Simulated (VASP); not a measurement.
# SiC (F-43m) in VASP: a series of runs

The runs below take SiC through single point, with PBE, LDA.

Everything below comes from runs of VASP 6.6.1. Logs are shortened: lines on timing, memory, paths and dates and some standing lists are left out, and cuts for length are marked.

**1. The cell of the first run**

Symmetry: F-43m, No. 216, cubic system. The conventional cell has a = 4.354 Å, b = 4.354 Å, c = 4.354 Å, α = 90.00°, β = 90.00°, γ = 90.00°. Within 2.5 Å of Si (site symmetry -43m) lie 4 C at 1.89 Å. Within 2.5 Å of C (site symmetry -43m) lie 4 Si at 1.89 Å.

**2. Single point, PBE**

INCAR

```
ALGO = Normal
EDIFF = 1E-6
ENCUT = 600
GGA = PE
GGA_COMPAT = False
ISIF = 2
ISMEAR = 0
LASPH = True
LCHARG = False
LREAL = False
LWAVE = False
NBANDS = 11
NELM = 120
PREC = Accurate
SIGMA = 0.01
```

KPOINTS

```
k-points
0
Gamma
  9 9 9
```

POSCAR

```
SiC
1.0
    0.0000000000      2.1769970000      2.1769970000
    2.1769970000      0.0000000000      2.1769970000
    2.1769970000      2.1769970000      0.0000000000
Si C
1 1
Direct
    0.2500000000      0.2500000000      0.2500000000
    0.0000000000      0.0000000000      0.0000000000
```

Potentials or basis: VASP PAW PBE potentials, release 64 (Si, C).

On the command line:

```bash
$ cat potpaw_PBE.64/Si/POTCAR potpaw_PBE.64/C/POTCAR > POTCAR
$ mpirun -np 1 vasp_std > vasp.out
```

OUTCAR:

```text
EDIFF = 1E-6
   ENCUT = 600
   GGA = PE
   ISIF = 2
   ISMEAR = 0
   LASPH = True
   LREAL = False
   NELM = 120
   PREC = Accurate

 ion  position               nearest neighbor table
   1  0.250  0.250  0.250-   2 1.89   2 1.89   2 1.89   2 1.89
   2  0.000  0.000  0.000-   1 1.89   1 1.89   1 1.89   1 1.89

  LATTYP: Found a face centered cubic cell.
 ALAT       =     4.3539940000

  Lattice vectors:

 A1 = (   0.0000000000,   2.1769970000,   2.1769970000)
 A2 = (   2.1769970000,   0.0000000000,   2.1769970000)
 A3 = (   2.1769970000,   2.1769970000,   0.0000000000)

Analysis of symmetry for initial positions (statically):
=====================================================================
 Subroutine PRICEL returns:
 Original cell was already a primitive cell.

 Routine SETGRP: Setting up the symmetry group for a
 face centered cubic supercell.

 Subroutine GETGRP returns: Found 24 space group operations
 (whereof 24 operations were pure point group operations)
 out of a pool of 48 trial point group operations.

The static configuration has the point symmetry T_d .

Analysis of symmetry for dynamics (positions and initial velocities):
=====================================================================
 Subroutine PRICEL returns:
 Original cell was already a primitive cell.

 Routine SETGRP: Setting up the symmetry group for a
 face centered cubic supercell.

 Subroutine GETGRP returns: Found 24 space group operations
 (whereof 24 operations were pure point group operations)
 out of a pool of 48 trial point group operations.

The dynamic configuration has the point symmetry T_d .

 Subroutine INISYM returns: Found 24 space group operations
 (whereof 24 operations are pure point group operations),
 and found     1 'primitive' translations

----------------------------------------------------------------------------------------

                                     Primitive cell

  volume of cell :      20.6350

  direct lattice vectors                    reciprocal lattice vectors
     0.000000000  2.176997000  2.176997000    -0.229674180  0.229674180  0.229674180
     2.176997000  0.000000000  2.176997000     0.229674180 -0.229674180  0.229674180
     2.176997000  2.176997000  0.000000000     0.229674180  0.229674180 -0.229674180

  length of vectors
     3.078738683  3.078738683  3.078738683     0.397807348  0.397807348  0.397807348

  position of ions in fractional coordinates (direct lattice)
     0.250000000  0.250000000  0.250000000
     0.000000000  0.000000000  0.000000000

  ion indices of the primitive-cell ions
[... 79 lines left out ...]
   IBRION =     -1    ionic relax: 0-MD 1-quasi-New 2-CG
   NFREE  =      0    steps in history (QN), initial steepest desc. (CG)
   ISIF   =      2    stress and relaxation
   ISYM   =      2    0-nonsym 1-usesym 2-fastsym
   POTIM  = 0.5000    time-step for ionic-motion
   TEBEG  =    0.0;   TEEND  =   0.0 temperature during run
   PSTRESS=    0.0 pullay stress
   NELECT =       8.0000    total number of electrons
   NUPDOWN=      -1.0000    fix difference up-down
   EMIN   =  10.00;   EMAX   =-10.00  energy-range for DOS
   EFERMI =   0.00;   METHOD = LEGACY
   ISMEAR =     0;   SIGMA  =   0.01  broadening in eV -4-tet -1-fermi 0-gaus
   EFERMI_NEDOS =   21; number of points for ismear=-14 and -15
   IALGO  =     38    algorithm
   IMIX   =      4    mixing-type and parameters
     AMIX     =   0.40;   BMIX     =  1.00
     AMIX_MAG =   1.60;   BMIX_MAG =  1.00
  volume/ion in A,a.u.               =      10.32        69.63
  Fermi-wavevector in a.u.,A,eV,Ry     =   1.193723  2.255810 19.387966  1.424975
  Thomas-Fermi vector in A             =   2.329731
   LORBIT       =      0    0 simple, 1 ext, 2 COOP (PROOUT), +10 PAW based schemes
   GGA     = PE    functional components
   LHFCALC =     F    Hartree Fock is set to
   AEXX    =    0.0000 exact exchange contribution
   IVDW    =     0    specifies the selected vdW correction
   LEPSILON=     F    determine dielectric tensor
   LRPA    =     F    only Hartree local field effects (RPA)
 non-spin polarized calculation
 Gauss-broadening in eV      SIGMA  =   0.01
  energy-cutoff  :      600.00
  volume of cell :       20.63
 maximum number of plane-waves:       701
 NGX is ok and might be reduce to    28
   NGX = 13   NGY = 13   NGZ = 13

 number of electron       8.0000000 magnetization

 Free energy of the ion-electron system (eV)
  ---------------------------------------------------
  ext. energy  EPLUGINS =         0.00000000
  ---------------------------------------------------
  free energy    TOTEN  =       -15.05760635 eV

  energy without entropy =      -15.05760635  energy(sigma->0) =      -15.05760635

 E-fermi :   8.2012     XC(G=0): -11.3682

 val. band max:        8.1375267497   @ k =   0.0000   0.0000   0.0000
 cond. band min:       9.6379751368   @ k =   0.4444   0.4444   0.0000
 fundamental gap:      1.5004483872
 Fermi energy:         8.2011915953

 k-point     1 :       0.0000    0.0000    0.0000
  band No.  band energies     occupation
      1      -7.2874      2.00000
      2       8.1375      2.00000
      3       8.1375      2.00000
      4       8.1375      2.00000
      5      14.4033      0.00000
      6      15.4645      0.00000
      7      15.4645      0.00000
      8      15.4645      0.00000
      9      22.6608      0.00000
     10      22.6608      0.00000
     11      24.6612      0.00000
[... 309 lines left out ...]
 k-point    24 :       0.4444    0.4444    0.0000
  band No.  band energies     occupation
      1      -2.7217      2.00000
      2       0.8589      2.00000
      3       5.0132      2.00000
      4       5.0132      2.00000
      5       9.6380      0.00000
      6      12.5670      0.00000
      7      21.9389      0.00000
      8      21.9389      0.00000
      9      22.7319      0.00000
     10      27.8182      0.00000
     11      30.6013      0.00000

 [... further k-points ...]
[... 5 lines left out ...]
  --------------------------------------------------------------------------------------
  -------------------------------------------------------------------------------------
  Total        0.4764016      0.4764016      0.4764016      0.0000000      0.0000000      0.0000000
  in kB       36.9896606     36.9896606     36.9896606      0.0000000      0.0000000      0.0000000
  external PRESSURE =      36.9896606 kB  Pullay stress =       0.0000000 kB

 VOLUME and BASIS-vectors are now :
 -----------------------------------------------------------------------------
  energy-cutoff  :      600.00
  volume of cell :       20.63
      direct lattice vectors                 reciprocal lattice vectors
     0.000000000  2.176997000  2.176997000    -0.229674180  0.229674180  0.229674180
     2.176997000  0.000000000  2.176997000     0.229674180 -0.229674180  0.229674180
     2.176997000  2.176997000  0.000000000     0.229674180  0.229674180 -0.229674180

 POSITION                                       TOTAL-FORCE (eV/Angst)
 -----------------------------------------------------------------------------------
      1.08850      1.08850      1.08850         0.000000      0.000000     -0.000000
      0.00000      0.00000      0.00000        -0.000000     -0.000000      0.000000
 -----------------------------------------------------------------------------------
    total drift:                                0.000000      0.000000      0.000000

  FREE ENERGIE OF THE ION-ELECTRON SYSTEM (eV)
  ---------------------------------------------------
  free  energy   TOTEN  =       -15.0576063486 eV

  energy  without entropy=      -15.0576063486  energy(sigma->0) =      -15.05760635
```

stdout:

```text
POSCAR found type information on POSCAR SiC
 POSCAR found :  2 types and       2 ions
 scaLAPACK will be used
 LDA part: xc-table for (Slater+PW92), standard interpolation
 POSCAR, INCAR and KPOINTS ok, starting setup
 FFT: planning ... GRIDC
 FFT: planning ... GRID_SOFT
 FFT: planning ... GRID
 WAVECAR not read
 entering main loop
```

Run time: 16 s. Hardware: 1 thread of AMD EPYC 9R45 (Zen 5), shared host; peak memory 0.11 GiB.

What came out:

```
Free energy            : -15.0576 eV
Pressure               : 3.7 GPa
Band gap on the k mesh : 1.50 eV, indirect (least direct gap 4.62 eV)
```

Levels at points of the mesh, in eV from the valence-band top:
```
           k point  band 2  band 3  band 4  band 5  band 6  band 7
(0.00, 0.00, 0.00)    0.00    0.00    0.00    6.27    7.33    7.33
```

A k mesh can miss the band edges. A hybrid or GW would open this gap; PBE tends to underestimate it.

**3. Single point, LDA**

INCAR

```
SYSTEM = SiC
PREC     = Accurate       ! precision mode
ENCUT    = 600            ! plane-wave cutoff, eV
EDIFF    = 1E-6           ! SCF threshold, eV
ISMEAR   = 0              ! smearing method
SIGMA    = 0.01           ! smearing width, eV
LREAL    = .False.        ! projectors in reciprocal space
LASPH    = .True.         ! aspherical terms in the spheres
NELM     = 120            ! most SCF steps
ALGO     = Normal         ! electronic algorithm
ISIF     = 2              ! what is computed and relaxed
LWAVE    = .False.        ! write WAVECAR
LCHARG   = .False.        ! write CHGCAR
NBANDS   = 11             ! bands
GGA_COMPAT= .False.
```

KPOINTS

```
regular mesh
0
Gamma
  9 9 9
  0 0 0
```

POSCAR is that of step 2.

Potentials or basis: VASP PAW LDA potentials, release 64 (Si, C).

On the command line:

```bash
$ cat potpaw_LDA.64/Si/POTCAR potpaw_LDA.64/C/POTCAR > POTCAR
$ mpirun -np 1 vasp_std > vasp.out
```

Run time: 14 s. Hardware: 1 thread of AMD EPYC 9R45 (Zen 5), shared host; peak memory 0.1 GiB.

The run converged. Its results:

* Free energy: -16.6410 eV
* Pressure: -3.6 GPa
* Band gap on the k mesh: 1.45 eV, indirect (least direct gap 4.58 eV)

Levels at points of the mesh, in eV from the valence-band top:
| k point | band 1 | band 2 | band 3 | band 4 | band 5 | band 6 | band 7 | band 8 | band 9 |
| --- | --- | --- | --- | --- | --- | --- | --- | --- | --- |
| (0.00, 0.00, 0.00) | -15.34 | 0.00 | 0.00 | 0.00 | 6.32 | 7.21 | 7.21 | 7.21 | 14.48 |

A k mesh can miss the band edges. LDA gaps usually lie below the measured ones, often by a third to a half.

(Part 1 of 2 ends here.)
